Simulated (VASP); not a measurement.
Crystal: As.

```
As
1.0
     0.00000    2.44127    2.44127
     2.44127    0.00000    2.44127
     2.44127    2.44127    0.00000
As
2
Direct
  0.87500 0.87500 0.87500
  0.12500 0.12500 0.12500
```

Base run:

| Property | Result |
| --- | --- |
| Program | VASP 6.6.1 |
| Functional | LDA |
| Potentials or basis | VASP PAW LDA potentials, release 64 (As) |
| Cutoff | 520 eV |
| k mesh | 13 × 13 × 13 |
| Occupations | tetrahedron |
| Spin | no spin polarisation |

Its results: band gap on the k mesh zero (band 5 reaches 12.75 eV, above the bottom of band 6 at 8.59 eV); pressure 104.7 GPa.

Task: The run is repeated on the same cell with these changes: potentials or basis from VASP PAW LDA potentials, release 64 (As) to VASP PAW LDA potentials, release 64 (As_d); cutoff from 520 eV to 600 eV; further incar settings from ALGO = Normal; EDIFF = 1e-06; NBANDS = 12 to ALGO = Normal; EDIFF = 1e-06; NBANDS = 22; valence electrons from 10 to 30. What comes out?

Result: Band gap on the k mesh zero (band 15 reaches 10.21 eV, above the bottom of band 16 at 6.05 eV); pressure 102.2 GPa.

Caveats: tetrahedron occupations give inexact forces and stress in metals.
